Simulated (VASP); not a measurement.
# Fe (Fm-3m) in VASP: a series of runs, part 2 of 2

VASP 6.6.1. The steps go on from the part before.

**4. Single point, PBE, collinear spin, ferromagnetic start**

Contents of INCAR:

```
SYSTEM = Fe
PREC     = Accurate       ! precision mode
ENCUT    = 520            ! plane-wave cutoff, eV
EDIFF    = 1E-7           ! SCF threshold, eV
ISMEAR   = -1             ! smearing method
SIGMA    = 5E-4           ! smearing width, eV
LREAL    = .False.        ! projectors in reciprocal space
LASPH    = .True.         ! aspherical terms in the spheres
NELM     = 150            ! most SCF steps
ALGO     = Normal         ! electronic algorithm
ISIF     = 2              ! what is computed and relaxed
LWAVE    = .False.        ! write WAVECAR
LCHARG   = .False.        ! write CHGCAR
ISPIN    = 2              ! spin polarisation
MAGMOM   = 4              ! initial moments
LORBIT   = 11             ! projections on sites
LMAXMIX  = 4              ! l up to which the mixer works
GGA      = PE             ! functional
NBANDS   = 14             ! bands
```

Contents of KPOINTS:

```
Automatic mesh
0
Gamma
  14 14 14
  0 0 0
```

Contents of POSCAR:

```
Fe
1.0
    0.0000000000      1.7720000000      1.7720000000
    1.7720000000      0.0000000000      1.7720000000
    1.7720000000      1.7720000000      0.0000000000
Fe
1
Direct
    0.0000000000      0.0000000000      0.0000000000
```

Potentials or basis: VASP PAW PBE potentials, release 64 (Fe).

On the command line:

```sh
$ cat potpaw_PBE.64/Fe/POTCAR > POTCAR
$ mpirun -np 1 vasp_std > vasp.out
```

OUTCAR:

```text
SYSTEM = Fe
   PREC = Accurate
   ENCUT = 520
   EDIFF = 1E-7
   ISMEAR = -1
   LREAL = .False.
   LASPH = .True.
   NELM = 150
   ISIF = 2
   ISPIN = 2
   LORBIT = 11
   GGA = PE

 ion  position               nearest neighbor table
   1  0.000  0.000  0.000-

  LATTYP: Found a face centered cubic cell.
 ALAT       =     3.5440000000

  Lattice vectors:

 A1 = (   0.0000000000,   1.7720000000,   1.7720000000)
 A2 = (   1.7720000000,   0.0000000000,   1.7720000000)
 A3 = (   1.7720000000,   1.7720000000,   0.0000000000)

Analysis of symmetry for initial positions (statically):
=====================================================================
 Subroutine PRICEL returns:
 Original cell was already a primitive cell.

 Routine SETGRP: Setting up the symmetry group for a
 face centered cubic supercell.

 Subroutine GETGRP returns: Found 48 space group operations
 (whereof 48 operations were pure point group operations)
 out of a pool of 48 trial point group operations.

The static configuration has the point symmetry O_h .

Analysis of symmetry for dynamics (positions and initial velocities):
=====================================================================
 Subroutine PRICEL returns:
 Original cell was already a primitive cell.

 Routine SETGRP: Setting up the symmetry group for a
 face centered cubic supercell.

 Subroutine GETGRP returns: Found 48 space group operations
 (whereof 48 operations were pure point group operations)
 out of a pool of 48 trial point group operations.

The dynamic configuration has the point symmetry O_h .

Analysis of structural, dynamic, and magnetic symmetry:
=====================================================================
 Subroutine PRICEL returns:
 Original cell was already a primitive cell.

 Routine SETGRP: Setting up the symmetry group for a
 face centered cubic supercell.

 Subroutine GETGRP returns: Found 48 space group operations
 (whereof 48 operations were pure point group operations)
 out of a pool of 48 trial point group operations.
[... 160 lines left out ...]
      4       3.8160      1.00000
      5       4.8655      1.00000
      6       4.8655      1.00000
      7      28.6586      0.00000
      8      33.2669      0.00000
      9      33.2669      0.00000
     10      33.2669      0.00000
     11      36.3893      0.00000
     12      36.3893      0.00000
     13      36.3893      0.00000
     14      38.7181      0.00000
[... 379 lines left out ...]
      3       3.8819      1.00000
      4       4.3335      1.00000
      5       5.0780      1.00000
      6       5.3787      1.00000
      7      22.0942      0.00000
      8      27.3423      0.00000
      9      27.4483      0.00000
     10      30.6172      0.00000
     11      36.3475      0.00000
     12      38.7292      0.00000
     13      40.6635      0.00000
     14      43.0625      0.00000

 [... further k-points ...]

 spin component 2

 k-point     1 :       0.0000    0.0000    0.0000
  band No.  band energies     occupation
      1      -2.3267      1.00000
      2       5.6599      1.00000
      3       5.6600      1.00000
      4       5.6600      1.00000
      5       7.4735      0.00000
      6       7.4736      0.00000
      7      28.3558      0.00000
      8      33.6278      0.00000
      9      33.6278      0.00000
     10      33.6278      0.00000
     11      36.9885      0.00000
     12      36.9885      0.00000
     13      36.9885      0.00000
     14      38.1595      0.00000
[... 379 lines left out ...]
      3       6.0032      0.99859
      4       6.3499      0.00000
      5       7.1849      0.00000
      6       7.8966      0.00000
      7      22.7230      0.00000
      8      27.4797      0.00000
      9      28.0762      0.00000
     10      31.0523      0.00000
     11      37.1577      0.00000
     12      38.9757      0.00000
     13      40.9414      0.00000
     14      43.3196      0.00000

 [... further k-points ...]

------------------------ aborting loop because EDIFF is reached ----------------------------------------

  FORCE on cell =-STRESS in cart. coord.  units (eV):
  Direction    XX          YY          ZZ          XY          YZ          ZX
  --------------------------------------------------------------------------------------
  -------------------------------------------------------------------------------------
  Total        0.4325982      0.4325982      0.4325982      0.0000000      0.0000000     -0.0000000
  in kB       62.2836646     62.2836646     62.2836646      0.0000000      0.0000000     -0.0000000
  external PRESSURE =      62.2836646 kB  Pullay stress =       0.0000000 kB

 VOLUME and BASIS-vectors are now :
 -----------------------------------------------------------------------------
  energy-cutoff  :      520.00
  volume of cell :       11.13
      direct lattice vectors                 reciprocal lattice vectors
     0.000000000  1.772000000  1.772000000    -0.282167043  0.282167043  0.282167043
     1.772000000  0.000000000  1.772000000     0.282167043 -0.282167043  0.282167043
     1.772000000  1.772000000  0.000000000     0.282167043  0.282167043 -0.282167043

 POSITION                                       TOTAL-FORCE (eV/Angst)
 -----------------------------------------------------------------------------------
      0.00000      0.00000      0.00000        -0.000000      0.000000      0.000000
 -----------------------------------------------------------------------------------
    total drift:                                0.000000      0.000000      0.000000

  FREE ENERGIE OF THE ION-ELECTRON SYSTEM (eV)
  ---------------------------------------------------
  free  energy   TOTEN  =        -8.0494695757 eV

  energy  without entropy=       -8.0494686584  energy(sigma->0) =       -8.04946912

 total charge

# of ion       s       p       d       tot
------------------------------------------
    1        0.503   0.562   6.246   7.311

 magnetization (x)

# of ion       s       p       d       tot
------------------------------------------
    1       -0.014  -0.044   2.160   2.102
```

stdout:

```text
POSCAR found type information on POSCAR Fe
 POSCAR found :  1 types and       1 ions
 scaLAPACK will be used
 LDA part: xc-table for (Slater+PW92), standard interpolation
 POSCAR, INCAR and KPOINTS ok, starting setup
 FFT: planning ... GRIDC
 FFT: planning ... GRID_SOFT
 FFT: planning ... GRID
 WAVECAR not read
 entering main loop
```

Run time: 84 s. Hardware: 1 thread of Intel Xeon Platinum 8259CL at 2.50GHz (Skylake/Cascade Lake), shared host; peak memory 0.15 GiB.

Results:

```yaml
Free_energy: -8.0495 eV
Pressure: 6.2 GPa
Net_moment: 2.11 μB per cell
Site_moments: Fe +2.10 μB
Valence_electrons_inside_the_program's_atomic_spheres: Fe 7.31
```

Levels at points of the mesh, in eV from the Fermi level:
Spin up:
```tsv
k point	band 3	band 4	band 5	band 6	band 7	band 8
(0.00, 0.00, 0.00)	-2.19	-2.19	-1.14	-1.14	22.65	27.26
(0.50, 0.00, 0.00)	-2.41	-0.06	-0.06	0.06	6.99	21.24
(0.50, 0.50, 0.00)	-0.26	0.28	0.28	2.88	10.27	15.09
```
Spin down:
```csv
k point,band 1,band 2,band 3,band 4,band 5,band 6
"(0.00, 0.00, 0.00)",-8.33,-0.35,-0.35,-0.35,1.47,1.47
"(0.50, 0.00, 0.00)",-3.78,-0.28,-0.28,0.20,2.29,2.29
"(0.50, 0.50, 0.00)",-3.56,-2.88,2.41,2.41,2.46,3.09
```

**5. Single point, PBE, collinear spin, ferromagnetic start**

Contents of INCAR:

```
PREC = Accurate
ENCUT = 600
EDIFF = 1E-6
ISMEAR = -1
SIGMA = 0.1
LREAL = False
LASPH = True
NELM = 200
ALGO = Normal
ISIF = 2
LWAVE = False
LCHARG = False
ISPIN = 2
MAGMOM = 4
LORBIT = 11
LMAXMIX = 4
GGA = PE
NBANDS = 14
GGA_COMPAT = False
```

Contents of KPOINTS:

```
regular mesh
0
Gamma
  7 7 7
```

POSCAR is that of step 4.

On the command line:

```sh
$ cat potpaw_PBE.64/Fe/POTCAR > POTCAR
$ mpirun -np 1 vasp_std > vasp.out
```

Run time: 27 s. Hardware: 1 thread of Intel Xeon 8259CL, shared host; peak memory 0.13 GiB.

It converged, with:

```yaml
Free_energy: -8.1264 eV
Pressure: -9.6 GPa
Net_moment: 1.30 μB per cell
Site_moments: Fe +1.29 μB
Valence_electrons_inside_the_program's_atomic_spheres: Fe 7.31
```

Levels at points of the mesh, in eV from the Fermi level:
Spin up:
```
           k point  band 1  band 2  band 3  band 4  band 5  band 6  band 7  band 8
(0.00, 0.00, 0.00)   -8.52   -1.94   -1.94   -1.94   -0.98   -0.98   22.62   27.28
```
Spin down:
```tsv
k point	band 1	band 2	band 3	band 4	band 5	band 6	band 7
(0.00, 0.00, 0.00)	-8.40	-0.96	-0.96	-0.96	0.89	0.89	22.40
```

Caveat: the k points lie up to 0.44 Å⁻¹ apart; the moment fell far below its start of 4 μB, so a state of higher moment may lie lower in energy.

**6. Overview**

```csv
k mesh,cutoff (eV),smearing,gap on the mesh (eV),pressure (GPa),moment (μB)
14 × 14 × 14,520,fermi-dirac 0.1 eV,none,-8.4,1.32
14 × 14 × 14,520,fermi-dirac 0.0005 eV,none,6.2,2.11
7 × 7 × 7,600,fermi-dirac 0.1 eV,none,-9.6,1.30
```

Alike in all rows: task single point; level PBE; potentials or basis VASP PAW PBE potentials, release 64 (Fe); spin collinear, ferromagnetic start; cell as given.

Caveats: some runs use coarse meshes; the moment fell far below its start of 4 μB, so a state of higher moment may lie lower in energy (some runs).

Total energies depend on the potentials used, so only differences within one code and one set of settings carry meaning.
